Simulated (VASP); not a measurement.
# NiGe (Pnma) in VASP: single point with PBE

Aim: the single point of NiGe with PBE.

Program: VASP 6.6.1. These are calculated values, not measurements. Logs are shortened: lines on timing, memory, paths and dates and some standing lists are left out, and cuts for length are marked.

**1. The cell of the first run**

It takes space group Pnma (No. 62, orthorhombic). The conventional cell has a = 5.482 Å, b = 3.607 Å, c = 6.109 Å, α = 90.00°, β = 90.00°, γ = 90.00°. Within 3.2 Å of Ni (site symmetry m) lie 6 Ge at 2.41 to 2.60 Å and 4 Ni at 2.81 to 3.02 Å. Ge (site symmetry m) has 6 Ni at 2.41 to 2.60 Å and 2 Ge at 3.01 Å within 3.2 Å.

**2. Single point, PBE (15.10 Å³/atom)**

Contents of INCAR:

```
ALGO = Fast
EDIFF = 1E-6
ENCUT = 520
GGA = PE
ISIF = 2
ISMEAR = 0
LASPH = T
LCHARG = F
LREAL = F
LWAVE = F
NBANDS = 58
NELM = 60
PREC = Accurate
SIGMA = 0.1
```

Contents of KPOINTS:

```
k-points
0
Gamma
  8 12 8
```

Contents of POSCAR:

```
NiGe
1.0
    5.4822345505      0.0000000000      0.0000000000
    0.0000000000      3.6072193774      0.0000000000
    0.0000000000      0.0000000000      6.1088012073
Ni Ge
4 4
Direct
    0.9990274371      0.7500000000      0.1986886533
    0.0009725629      0.2500000000      0.8013113467
    0.5009725629      0.2500000000      0.6986886533
    0.4990274371      0.7500000000      0.3013113467
    0.8020591691      0.7500000000      0.5866853539
    0.1979408309      0.2500000000      0.4133146461
    0.6979408309      0.2500000000      0.0866853539
    0.3020591691      0.7500000000      0.9133146461
```

Potentials or basis: VASP PAW PBE potentials, release 64 (Ni, Ge_d).

Launch:

```
cat potpaw_PBE.64/Ni/POTCAR potpaw_PBE.64/Ge_d/POTCAR > POTCAR
mpirun -np 1 vasp_std > vasp.out
```

OUTCAR:

```text
EDIFF = 1E-6
   ENCUT = 520
   GGA = PE
   ISIF = 2
   ISMEAR = 0
   LASPH = T
   LREAL = F
   NELM = 60
   PREC = Accurate

 ion  position               nearest neighbor table
   1  0.999  0.750  0.199-   8 2.41   6 2.48   6 2.48   7 2.54   7 2.54   5 2.60   4 2.81   4 2.81
                             2 3.02   2 3.02
   2  0.001  0.250  0.801-   7 2.41   5 2.48   5 2.48   8 2.54   8 2.54   6 2.60   3 2.81   3 2.81
                             1 3.02   1 3.02
   3  0.501  0.250  0.699-   6 2.41   8 2.48   8 2.48   5 2.54   5 2.54   7 2.60   2 2.81   2 2.81
                             4 3.02   4 3.02
   4  0.499  0.750  0.301-   5 2.41   7 2.48   7 2.48   6 2.54   6 2.54   8 2.60   1 2.81   1 2.81
                             3 3.02   3 3.02
   5  0.802  0.750  0.587-   4 2.41   2 2.48   2 2.48   3 2.54   3 2.54   1 2.60
   6  0.198  0.250  0.413-   3 2.41   1 2.48   1 2.48   4 2.54   4 2.54   2 2.60
   7  0.698  0.250  0.087-   2 2.41   4 2.48   4 2.48   1 2.54   1 2.54   3 2.60
   8  0.302  0.750  0.913-   1 2.41   3 2.48   3 2.48   2 2.54   2 2.54   4 2.60

  LATTYP: Found a simple orthorhombic cell.
 ALAT       =     3.6072193774
 B/A-ratio  =     1.5197951599
 C/A-ratio  =     1.6934931226

  Lattice vectors:

 A1 = (   0.0000000000,  -3.6072193774,   0.0000000000)
 A2 = (   5.4822345505,   0.0000000000,   0.0000000000)
 A3 = (   0.0000000000,   0.0000000000,   6.1088012073)

Analysis of symmetry for initial positions (statically):
=====================================================================
 Subroutine PRICEL returns:
 Original cell was already a primitive cell.

 Routine SETGRP: Setting up the symmetry group for a
 simple orthorhombic supercell.

 Subroutine GETGRP returns: Found  8 space group operations
 (whereof  2 operations were pure point group operations)
 out of a pool of  8 trial point group operations.

The static configuration has the point symmetry S_2 .
 The point group associated with its full space group is D_2h.

Analysis of symmetry for dynamics (positions and initial velocities):
=====================================================================
 Subroutine PRICEL returns:
 Original cell was already a primitive cell.

 Routine SETGRP: Setting up the symmetry group for a
 simple orthorhombic supercell.

 Subroutine GETGRP returns: Found  8 space group operations
 (whereof  2 operations were pure point group operations)
 out of a pool of  8 trial point group operations.

The dynamic configuration has the point symmetry S_2 .
[... 112 lines left out ...]
   EDIFF  = 0.1E-05   stopping-criterion for ELM
   LREAL  =      F    real-space projection
[... 7 lines left out ...]
   TEBEG  =    0.0;   TEEND  =   0.0 temperature during run
   PSTRESS=    0.0 pullay stress
   NELECT =      96.0000    total number of electrons
   NUPDOWN=      -1.0000    fix difference up-down
   EMIN   =  10.00;   EMAX   =-10.00  energy-range for DOS
   EFERMI =   0.00;   METHOD = LEGACY
   ISMEAR =     0;   SIGMA  =   0.10  broadening in eV -4-tet -1-fermi 0-gaus
   EFERMI_NEDOS =   21; number of points for ismear=-14 and -15
   IALGO  =     68    algorithm
   IMIX   =      4    mixing-type and parameters
     AMIX     =   0.40;   BMIX     =  1.00
     AMIX_MAG =   1.60;   BMIX_MAG =  1.00
  volume/ion in A,a.u.               =      15.10       101.90
  Fermi-wavevector in a.u.,A,eV,Ry     =   1.516363  2.865511 31.284649  2.299357
  Thomas-Fermi vector in A             =   2.625763
   LORBIT       =      0    0 simple, 1 ext, 2 COOP (PROOUT), +10 PAW based schemes
   GGA     = PE    functional components
   LHFCALC =     F    Hartree Fock is set to
   AEXX    =    0.0000 exact exchange contribution
   IVDW    =     0    specifies the selected vdW correction
   LEPSILON=     F    determine dielectric tensor
   LRPA    =     F    only Hartree local field effects (RPA)
 non-spin polarized calculation
 RMM-DIIS sequential band-by-band and
 Gauss-broadening in eV      SIGMA  =   0.10
  energy-cutoff  :      520.00
  volume of cell :      120.81
 maximum number of plane-waves:      3284
 NGX is ok and might be reduce to    42
   NGX = 21   NGY = 13   NGZ = 23

 number of electron      96.0000054 magnetization

 Free energy of the ion-electron system (eV)
  ---------------------------------------------------
  ext. energy  EPLUGINS =         0.00000000
  ---------------------------------------------------
  free energy    TOTEN  =       -42.05219417 eV

  energy without entropy =      -42.03658260  energy(sigma->0) =      -42.04438838

 E-fermi :   7.3740     XC(G=0): -11.8732

 val. band max:        7.3613558968   @ k =   0.2500   0.0000   0.5000
 cond. band min:       7.3740679849   @ k =   0.3750   0.0000   0.0000
 fundamental gap:      0.0127120881
 Fermi energy:         7.3740392295

 k-point     1 :       0.0000    0.0000    0.0000
  band No.  band energies     occupation
      1     -17.1930      2.00000
      2     -17.1842      2.00000
      3     -17.1832      2.00000
      4     -17.1778      2.00000
      5     -17.1690      2.00000
      6     -17.1566      2.00000
[... 1453 lines left out ...]
     57      13.4159      0.00000
     58      14.3934      0.00000

 [... further k-points ...]

------------------------ aborting loop because EDIFF is reached ----------------------------------------

  FORCE on cell =-STRESS in cart. coord.  units (eV):
  Direction    XX          YY          ZZ          XY          YZ          ZX
  --------------------------------------------------------------------------------------
  -------------------------------------------------------------------------------------
  Total       -7.3718227     -7.4767755     -7.4179958      0.0000000      0.0000000      0.0000000
  in kB      -97.7685789    -99.1605129    -98.3809489      0.0000000      0.0000000      0.0000000
  external PRESSURE =     -98.4366802 kB  Pullay stress =       0.0000000 kB

 VOLUME and BASIS-vectors are now :
 -----------------------------------------------------------------------------
  energy-cutoff  :      520.00
  volume of cell :      120.81
      direct lattice vectors                 reciprocal lattice vectors
     5.482234551  0.000000000  0.000000000     0.182407373  0.000000000  0.000000000
     0.000000000  3.607219377  0.000000000     0.000000000  0.277221842  0.000000000
     0.000000000  0.000000000  6.108801207     0.000000000  0.000000000  0.163698239

 POSITION                                       TOTAL-FORCE (eV/Angst)
 -----------------------------------------------------------------------------------
      5.47690      2.70541      1.21375        -0.003279     -0.000000      0.001237
      0.00533      0.90180      4.89505         0.003279     -0.000000     -0.001237
      2.74645      0.90180      4.26815         0.003279     -0.000000      0.001237
      2.73579      2.70541      1.84065        -0.003279      0.000000     -0.001237
      4.39708      2.70541      3.58394         0.003223      0.000000      0.002656
      1.08516      0.90180      2.52486        -0.003223      0.000000     -0.002656
      3.82628      0.90180      0.52954        -0.003223      0.000000      0.002656
      1.65596      2.70541      5.57926         0.003223      0.000000     -0.002656
 -----------------------------------------------------------------------------------
    total drift:                                0.000000      0.000000      0.000000

  FREE ENERGIE OF THE ION-ELECTRON SYSTEM (eV)
  ---------------------------------------------------
  free  energy   TOTEN  =       -42.0521941704 eV

  energy  without entropy=      -42.0365825952  energy(sigma->0) =      -42.04438838
```

OSZICAR:

```text
N       E                     dE             d eps       ncg     rms          rms(c)
DAV:   1     0.103849664452E+04    0.10385E+04   -0.41218E+04 23792   0.426E+03
DAV:   2     0.171844449900E+03   -0.86665E+03   -0.83039E+03 20300   0.103E+03
DAV:   3    -0.295917321078E+02   -0.20144E+03   -0.19269E+03 20380   0.274E+02
DAV:   4    -0.462449846733E+02   -0.16653E+02   -0.16274E+02 22986   0.875E+01
DAV:   5    -0.467178726128E+02   -0.47289E+00   -0.47122E+00 22114   0.163E+01    0.217E+01
RMM:   6    -0.570073970734E+02   -0.10290E+02   -0.10480E+02 25934   0.611E+01    0.370E+01
RMM:   7    -0.423741312298E+02    0.14633E+02   -0.27315E+01 23257   0.344E+01    0.452E+00
RMM:   8    -0.421008429579E+02    0.27329E+00   -0.34101E+00 24186   0.114E+01    0.273E+00
RMM:   9    -0.420478133347E+02    0.53030E-01   -0.34098E-01 28752   0.365E+00    0.998E-01
RMM:  10    -0.420493341364E+02   -0.15208E-02   -0.88668E-02 28062   0.180E+00    0.417E-01
RMM:  11    -0.420519389071E+02   -0.26048E-02   -0.21493E-02 32345   0.938E-01    0.289E-01
RMM:  12    -0.420523247009E+02   -0.38579E-03   -0.12111E-02 31229   0.619E-01    0.217E-01
RMM:  13    -0.420520546202E+02    0.27008E-03   -0.33888E-03 31707   0.355E-01    0.657E-02
RMM:  14    -0.420521871241E+02   -0.13250E-03   -0.15189E-03 35487   0.130E-01    0.330E-02
RMM:  15    -0.420522016728E+02   -0.14549E-04   -0.13416E-04 30612   0.441E-02    0.357E-02
RMM:  16    -0.420522034153E+02   -0.17426E-05   -0.27277E-05 27193   0.217E-02    0.367E-02
RMM:  17    -0.420521935889E+02    0.98264E-05   -0.34912E-05 28739   0.435E-02    0.559E-03
RMM:  18    -0.420521941704E+02   -0.58144E-06   -0.24190E-06 17180   0.782E-03
   1 F= -.42052194E+02 E0= -.42044388E+02  d E =-.156116E-01
```

stdout:

```text
POSCAR found type information on POSCAR NiGe
 POSCAR found :  2 types and       8 ions
 scaLAPACK will be used
 LDA part: xc-table for (Slater+PW92), standard interpolation
 POSCAR, INCAR and KPOINTS ok, starting setup
 FFT: planning ... GRIDC
 FFT: planning ... GRID_SOFT
 FFT: planning ... GRID
 WAVECAR not read
 entering main loop
WARNING in EDDRMM: call to ZHEGV failed, returncode =   8  4     38
WARNING in EDDRMM: call to ZHEGV failed, returncode =   8  4     50
WARNING in EDDRMM: call to ZHEGV failed, returncode =   6  3     36
WARNING in EDDRMM: call to ZHEGV failed, returncode =   6  3     50
WARNING in EDDRMM: call to ZHEGV failed, returncode =   6  3     38
WARNING in EDDRMM: call to ZHEGV failed, returncode =   8  4     44
WARNING in EDDRMM: call to ZHEGV failed, returncode =   8  4     27
WARNING in EDDRMM: call to ZHEGV failed, returncode =   8  4     35
WARNING in EDDRMM: call to ZHEGV failed, returncode =   6  3     35
WARNING in EDDRMM: call to ZHEGV failed, returncode =   8  4     45
[... 8 lines left out ...]
WARNING in EDDRMM: call to ZHEGV failed, returncode =   6  3     50
WARNING in EDDRMM: call to ZHEGV failed, returncode =   8  4     50
WARNING in EDDRMM: call to ZHEGV failed, returncode =   6  3     50
WARNING in EDDRMM: call to ZHEGV failed, returncode =   6  3     46
WARNING in EDDRMM: call to ZHEGV failed, returncode =   6  3     51
WARNING in EDDRMM: call to ZHEGV failed, returncode =   6  3     49
WARNING in EDDRMM: call to ZHEGV failed, returncode =   6  3     54
WARNING in EDDRMM: call to ZHEGV failed, returncode =   6  3     25
WARNING in EDDRMM: call to ZHEGV failed, returncode =   6  3     47
WARNING in EDDRMM: call to ZHEGV failed, returncode =   6  3     52
```

Run time: 27 min. Hardware: 1 thread of Oxide Virtual Turin-like, shared host; peak memory 0.86 GiB.

What came out:

```
Free energy            : -42.0522 eV
Pressure               : -9.8 GPa
Largest force          : 0.004 eV/Å
Band gap on the k mesh : zero (bands 48 and 49 overlap by 1.63 eV)
```

Forces on the atoms (eV/Å):
```
Ni  -0.003  0.000  0.001
Ni   0.003  0.000 -0.001
Ni   0.003  0.000  0.001
Ni  -0.003  0.000 -0.001
Ge   0.003  0.000  0.003
Ge  -0.003  0.000 -0.003
Ge  -0.003  0.000  0.003
Ge   0.003  0.000 -0.003
```

Levels at points of the mesh, in eV from the Fermi level:
```csv
k point,band 46,band 47,band 48,band 49,band 50,band 51
"(0.00, 0.00, 0.00)",-1.03,-0.69,-0.57,0.43,0.95,3.38
"(0.50, 0.00, 0.00)",-1.34,0.77,0.77,1.50,1.50,2.71
"(0.00, 0.50, 0.00)",-1.35,-1.07,-1.07,-0.43,-0.43,1.83
"(0.50, 0.50, 0.00)",-1.12,-1.12,-1.12,0.10,0.10,0.10
"(0.00, 0.00, 0.50)",-0.98,-0.18,-0.18,1.01,1.01,2.15
"(0.50, 0.00, 0.50)",-0.74,0.77,0.77,2.08,2.08,2.22
"(0.00, 0.50, 0.50)",-1.42,-1.30,-1.30,0.41,0.41,0.45
"(0.50, 0.50, 0.50)",-1.32,-1.32,-1.32,2.08,2.08,2.08
```

Caveat: the cell stands under tension. Spin polarisation is off, so any magnetic state and its effect on volume and gap are missing.
